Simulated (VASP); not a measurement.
# KF (R-3m) in VASP: further runs

Runs on KF. Level: PBE. Tasks: single point.

Program: VASP 6.6.1. These are calculated values, not measurements. Logs are shortened: lines on timing, memory, paths and dates and some standing lists are left out, and cuts for length are marked.

## (1) The cell of the first run

It takes space group R-3m (No. 166, trigonal). The conventional cell has a = 3.998 Å, b = 3.998 Å, c = 9.185 Å, α = 90.00°, β = 90.00°, γ = 120.00°. Within 4.0 Å of K (site symmetry -3m) lie 6 F at 2.77 Å and 12 K at 3.83 to 4.00 Å. Within 4.0 Å of F (site symmetry -3m) lie 6 K at 2.77 Å and 12 F at 3.83 to 4.00 Å.

## (2) Single point, PBE (21.19 Å³/atom)

Input file INCAR:

```
  PREC = Accurate
  ENCUT = 520
  EDIFF = 1E-7
  ISMEAR = 0
  SIGMA = 0.05
  LREAL = False
  LASPH = True
  NELM = 60
  ALGO = Normal
  ISIF = 2
  LWAVE = False
  LCHARG = True
  GGA = PE
  LELF = True
  LVHAR = True
  NBANDS = 15
```

Input file KPOINTS:

```
regular mesh
0
Gamma
  8 8 8
```

Input file POSCAR:

```
KF
1.0
   -0.1170356890      2.7099133203      2.7099133203
    2.7099133203     -0.1170356890      2.7099133203
    2.7099133203      2.7099133203     -0.1170356890
K F
1 1
Direct
    0.0000000000      0.0000000000      0.0000000000
    0.5000000000      0.5000000000      0.5000000000
```

Potentials or basis: VASP PAW PBE potentials, release 64 (K_sv, F).

The run is started by

```console
$ cat potpaw_PBE.64/K_sv/POTCAR potpaw_PBE.64/F/POTCAR > POTCAR
$ mpirun -np 1 vasp_std > vasp.out
```

OUTCAR:

```text
PREC = Accurate
   ENCUT = 520
   EDIFF = 1E-7
   ISMEAR = 0
   LREAL = False
   LASPH = True
   NELM = 60
   ISIF = 2
   GGA = PE

 ion  position               nearest neighbor table
   1  0.000  0.000  0.000-   2 2.77   2 2.77   2 2.77   2 2.77   2 2.77   2 2.77
   2  0.500  0.500  0.500-   1 2.77   1 2.77   1 2.77   1 2.77   1 2.77   1 2.77

  LATTYP: Found a trigonal (rhomboedric) cell.
 ALAT       =     3.8341828021
 COS(alpha) =     0.4563863912

  Lattice vectors:

 A1 = (  -0.1170356890,   2.7099133203,   2.7099133203)
 A2 = (   2.7099133203,  -0.1170356890,   2.7099133203)
 A3 = (   2.7099133203,   2.7099133203,  -0.1170356890)

Analysis of symmetry for initial positions (statically):
=====================================================================
 Subroutine PRICEL returns:
 Original cell was already a primitive cell.

 Routine SETGRP: Setting up the symmetry group for a
 trigonal (rhombohedral) supercell.

 Subroutine GETGRP returns: Found 12 space group operations
 (whereof 12 operations were pure point group operations)
 out of a pool of 12 trial point group operations.

The static configuration has the point symmetry D_3d.

Analysis of symmetry for dynamics (positions and initial velocities):
=====================================================================
 Subroutine PRICEL returns:
 Original cell was already a primitive cell.

 Routine SETGRP: Setting up the symmetry group for a
 trigonal (rhombohedral) supercell.

 Subroutine GETGRP returns: Found 12 space group operations
 (whereof 12 operations were pure point group operations)
 out of a pool of 12 trial point group operations.

The dynamic configuration has the point symmetry D_3d.

 Subroutine INISYM returns: Found 12 space group operations
 (whereof 12 operations are pure point group operations),
 and found     1 'primitive' translations

----------------------------------------------------------------------------------------

                                     Primitive cell

  volume of cell :      42.3780

  direct lattice vectors                    reciprocal lattice vectors
    -0.117035689  2.709913320  2.709913320    -0.172965521  0.180772731  0.180772731
     2.709913320 -0.117035689  2.709913320     0.180772731 -0.172965521  0.180772731
     2.709913320  2.709913320 -0.117035689     0.180772731  0.180772731 -0.172965521

  length of vectors
     3.834182802  3.834182802  3.834182802     0.308665890  0.308665890  0.308665890

  position of ions in fractional coordinates (direct lattice)
     0.000000000  0.000000000  0.000000000
     0.500000000  0.500000000  0.500000000

  ion indices of the primitive-cell ions
   primitive index   ion index
                 1           1
                 2           2

----------------------------------------------------------------------------------------

 KPOINTS: regular mesh

Automatic generation of k-mesh.
 Grid dimensions read from file:
 generate k-points for:    8    8    8

 Generating k-lattice:

  Cartesian coordinates                     Fractional coordinates (reciprocal lattice)
    -0.021620690  0.022596591  0.022596591     0.125000000 -0.000000000 -0.000000000
     0.022596591 -0.021620690  0.022596591    -0.000000000  0.125000000 -0.000000000
     0.022596591  0.022596591 -0.021620690    -0.000000000 -0.000000000  0.125000000

  Length of vectors
     0.038583236  0.038583236  0.038583236

  Shift w.r.t. Gamma in fractional coordinates (k-lattice)
     0.000000000  0.000000000  0.000000000

 Subroutine IBZKPT returns following result:
 ===========================================

 Found     65 irreducible k-points:

 Following reciprocal coordinates:
            Coordinates               Weight
  0.000000  0.000000  0.000000      1.000000
  0.125000  0.000000  0.000000      6.000000
  0.250000  0.000000  0.000000      6.000000
  0.375000  0.000000  0.000000      6.000000
  0.500000  0.000000  0.000000      3.000000
  0.125000  0.125000  0.000000      6.000000
[... 16 lines left out ...]
  0.250000  0.125000  0.125000      6.000000
  0.375000  0.125000  0.125000      6.000000
 [... further k-points ...]
   k-points           NKPTS =     65   k-points in BZ     NKDIM =     65   number of bands    NBANDS=     15
   number of dos      NEDOS =    301   number of ions     NIONS =      2
   total plane-waves  NPLWV =  27000
   dimension x,y,z NGX =    30 NGY =   30 NGZ =   30
   dimension x,y,z NGXF=    60 NGYF=   60 NGZF=   60
   ions per type =               1   1
   NGX,Y,Z   is equivalent  to a cutoff of  13.01, 13.01, 13.01 a.u.
   NGXF,Y,Z  is equivalent  to a cutoff of  26.02, 26.02, 26.02 a.u.
 SYSTEM =  unknown system
   PREC   = accura    normal or accurate (medium, high low for compatibility)
   ISTART =      0    job   : 0-new  1-cont  2-samecut
   ICHARG =      2    charge: 1-file 2-atom 10-const
   ISPIN  =      1    spin polarized calculation?
   LNONCOLLINEAR =      F non collinear calculations
   LSORBIT =      F    spin-orbit coupling
   LASPH  =      T    aspherical Exc in radial PAW
   ENCUT  =  520.0 eV  38.22 Ry    6.18 a.u.   7.13  7.13  7.13*2*pi/ulx,y,z
   NELM   =     60;   NELMIN=  2; NELMDL= -5     # of ELM steps
   EDIFF  = 0.1E-06   stopping-criterion for ELM
   LREAL  =      F    real-space projection
   EDIFFG = 0.1E-05   stopping-criterion for IOM
   NSW    =      0    number of steps for IOM
   IBRION =     -1    ionic relax: 0-MD 1-quasi-New 2-CG
   NFREE  =      0    steps in history (QN), initial steepest desc. (CG)
   ISIF   =      2    stress and relaxation
   ISYM   =      2    0-nonsym 1-usesym 2-fastsym
   POTIM  = 0.5000    time-step for ionic-motion
   TEBEG  =    0.0;   TEEND  =   0.0 temperature during run
   PSTRESS=    0.0 pullay stress
   NELECT =      16.0000    total number of electrons
   NUPDOWN=      -1.0000    fix difference up-down
   EMIN   =  10.00;   EMAX   =-10.00  energy-range for DOS
   EFERMI =   0.00;   METHOD = LEGACY
   ISMEAR =     0;   SIGMA  =   0.05  broadening in eV -4-tet -1-fermi 0-gaus
   EFERMI_NEDOS =   21; number of points for ismear=-14 and -15
   IALGO  =     38    algorithm
   IMIX   =      4    mixing-type and parameters
     AMIX     =   0.40;   BMIX     =  1.00
     AMIX_MAG =   1.60;   BMIX_MAG =  1.00
  volume/ion in A,a.u.               =      21.19       142.99
  Fermi-wavevector in a.u.,A,eV,Ry     =   1.183227  2.235974 19.048506  1.400026
  Thomas-Fermi vector in A             =   2.319465
   LORBIT       =      0    0 simple, 1 ext, 2 COOP (PROOUT), +10 PAW based schemes
   GGA     = PE    functional components
   LHFCALC =     F    Hartree Fock is set to
   AEXX    =    0.0000 exact exchange contribution
   IVDW    =     0    specifies the selected vdW correction
   LEPSILON=     F    determine dielectric tensor
   LRPA    =     F    only Hartree local field effects (RPA)
 non-spin polarized calculation
 Gauss-broadening in eV      SIGMA  =   0.05
  energy-cutoff  :      520.00
  volume of cell :       42.38
 maximum number of plane-waves:      1154
 NGX is ok and might be reduce to    30
   NGX = 15   NGY = 15   NGZ = 15

 number of electron      16.0000007 magnetization

 Free energy of the ion-electron system (eV)
  ---------------------------------------------------
  ext. energy  EPLUGINS =         0.00000000
  ---------------------------------------------------
  free energy    TOTEN  =        -8.27971251 eV

  energy without entropy =       -8.27971251  energy(sigma->0) =       -8.27971251

 E-fermi :  -2.7115     XC(G=0):  -7.9423

 val. band max:       -3.0071118707   @ k =   0.0000   0.0000   0.0000
 cond. band min:       2.5826867573   @ k =   0.0000   0.0000   0.0000
 fundamental gap:      5.5897986280
 Fermi energy:        -2.7114760216

 k-point     1 :       0.0000    0.0000    0.0000
  band No.  band energies     occupation
      1     -29.5209      2.00000
      2     -21.6506      2.00000
      3     -12.8350      2.00000
      4     -12.8350      2.00000
      5     -12.8276      2.00000
      6      -3.0662      2.00000
      7      -3.0662      2.00000
      8      -3.0071      2.00000
      9       2.5827      0.00000
     10       7.1003      0.00000
     11       7.1003      0.00000
     12       7.7248      0.00000
     13       8.8776      0.00000
     14       8.8776      0.00000
     15      13.1783      0.00000

 k-point     2 :       0.1250    0.0000    0.0000
  band No.  band energies     occupation
      1     -29.5131      2.00000
      2     -21.6574      2.00000
      3     -12.8648      2.00000
      4     -12.8369      2.00000
      5     -12.8337      2.00000
      6      -3.1800      2.00000
      7      -3.1068      2.00000
      8      -3.0486      2.00000
      9       2.9661      0.00000
     10       6.9456      0.00000
     11       7.2660      0.00000
     12       7.8558      0.00000
     13       8.9912      0.00000
     14       8.9998      0.00000
     15      13.7995      0.00000

 k-point     3 :       0.2500    0.0000    0.0000
  band No.  band energies     occupation
      1     -29.4939      2.00000
      2     -21.6741      2.00000
      3     -12.9399      2.00000
      4     -12.8444      2.00000
      5     -12.8414      2.00000
      6      -3.4327      2.00000
      7      -3.2030      2.00000
      8      -3.1354      2.00000
      9       3.9435      0.00000
     10       6.6509      0.00000
     11       7.6741      0.00000
     12       8.2655      0.00000
     13       9.3516      0.00000
     14       9.3993      0.00000
     15      14.3743      0.00000
[... 343 lines left out ...]
 k-point    23 :       0.2500    0.1250    0.1250
  band No.  band energies     occupation
      1     -29.4985      2.00000
      2     -21.6634      2.00000
      3     -12.9147      2.00000
      4     -12.8763      2.00000
      5     -12.8332      2.00000
      6      -3.3337      2.00000
      7      -3.1986      2.00000
      8      -3.0805      2.00000
      9       3.6031      0.00000
     10       6.7843      0.00000
     11       7.5370      0.00000
     12       8.0197      0.00000
     13       9.0817      0.00000
     14       9.1555      0.00000
     15      14.7913      0.00000

 k-point    24 :       0.3750    0.1250    0.1250
  band No.  band energies     occupation
      1     -29.4795      2.00000
      2     -21.6769      2.00000
      3     -12.9863      2.00000
      4     -12.9067      2.00000
      5     -12.8379      2.00000
      6      -3.5401      2.00000
      7      -3.2896      2.00000
      8      -3.1277      2.00000
      9       4.6190      0.00000
     10       6.4552      0.00000
     11       7.9813      0.00000
     12       8.4507      0.00000
     13       9.3991      0.00000
     14       9.8277      0.00000
     15      13.7927      0.00000

 [... further k-points ...]

------------------------ aborting loop because EDIFF is reached ----------------------------------------

  FORCE on cell =-STRESS in cart. coord.  units (eV):
  Direction    XX          YY          ZZ          XY          YZ          ZX
  --------------------------------------------------------------------------------------
  -------------------------------------------------------------------------------------
  Total       -0.4283160     -0.4283160     -0.4283160      0.1382499      0.1382499      0.1382499
  in kB      -16.1932663    -16.1932663    -16.1932663      5.2267876      5.2267876      5.2267876
  external PRESSURE =     -16.1932663 kB  Pullay stress =       0.0000000 kB

 VOLUME and BASIS-vectors are now :
 -----------------------------------------------------------------------------
  energy-cutoff  :      520.00
  volume of cell :       42.38
      direct lattice vectors                 reciprocal lattice vectors
    -0.117035689  2.709913320  2.709913320    -0.172965521  0.180772731  0.180772731
     2.709913320 -0.117035689  2.709913320     0.180772731 -0.172965521  0.180772731
     2.709913320  2.709913320 -0.117035689     0.180772731  0.180772731 -0.172965521

 POSITION                                       TOTAL-FORCE (eV/Angst)
 -----------------------------------------------------------------------------------
      0.00000      0.00000      0.00000         0.000000      0.000000     -0.000000
      2.65140      2.65140      2.65140        -0.000000     -0.000000      0.000000
 -----------------------------------------------------------------------------------
    total drift:                                0.000000      0.000000      0.000000

  FREE ENERGIE OF THE ION-ELECTRON SYSTEM (eV)
  ---------------------------------------------------
  free  energy   TOTEN  =        -8.2797125134 eV

  energy  without entropy=       -8.2797125134  energy(sigma->0) =       -8.27971251
```

Run time: 51 s. Hardware: 1 thread of Intel Xeon Platinum 8488C (Sapphire Rapids), shared host; peak memory 0.19 GiB.

What came out:

```
Free energy            : -8.2797 eV
Pressure               : -1.6 GPa
Band gap on the k mesh : 5.59 eV
```

## (3) Single point, PBE (21.51 Å³/atom)

This run uses another cell than the first one, of 21.51 Å³/atom.

Input file INCAR:

```
ALGO = Normal
EDIFF = 1E-6
ENCUT = 520
GGA = PE
ISIF = 2
ISMEAR = 0
LASPH = T
LCHARG = F
LREAL = F
LWAVE = F
NBANDS = 15
NELM = 100
PREC = Accurate
SIGMA = 0.05
```

Input file KPOINTS:

```
k-points
0
Gamma
  8 8 8
```

Input file POSCAR:

```
KF
1.0
    0.1507227663      2.8583173696      2.8583173696
    2.8583173696      0.1507227663      2.8583173696
    2.8583173696      2.8583173696      0.1507227663
K F
1 1
Direct
    0.0000000000      0.0000000000      0.0000000000
    0.5000000000      0.5000000000      0.5000000000
```

Potentials or basis: VASP PAW PBE potentials, release 64 (K_sv, F).

The run is started by

```console
$ cat potpaw_PBE.64/K_sv/POTCAR potpaw_PBE.64/F/POTCAR > POTCAR
$ mpirun -np 1 vasp_std > vasp.out
```

Wall time 77 s (1 thread of Intel Xeon 8259CL, shared host); peak memory 0.19 GiB.

The run converged. Its results:

```yaml
Free_energy: -8.2652 eV
Pressure: -2.0 GPa
Band_gap_on_the_k_mesh: 5.51 eV
```

Stress tensor (GPa, compression positive):
```
-1.95 -0.86 -0.86
-0.86 -1.95 -0.86
-0.86 -0.86 -1.95
```

Levels at points of the mesh, in eV from the valence-band top:
| k point | band 4 | band 5 | band 6 | band 7 | band 8 | band 9 | band 10 | band 11 | band 12 | band 13 |
| --- | --- | --- | --- | --- | --- | --- | --- | --- | --- | --- |
| (0.00, 0.00, 0.00) | -9.89 | -9.89 | -0.09 | 0.00 | 0.00 | 5.51 | 9.83 | 10.47 | 10.47 | 11.84 |
| (0.50, 0.00, 0.00) | -9.94 | -9.90 | -0.70 | -0.37 | -0.26 | 8.56 | 9.76 | 11.16 | 11.79 | 13.28 |
| (0.50, 0.50, 0.00) | -10.03 | -10.02 | -0.30 | -0.14 | -0.07 | 8.00 | 9.57 | 10.85 | 12.84 | 13.31 |
| (0.50, 0.50, 0.50) | -9.90 | -9.90 | -0.72 | -0.21 | -0.21 | 8.25 | 9.50 | 11.34 | 11.34 | 13.42 |

(Continued in part 2 of 2.)
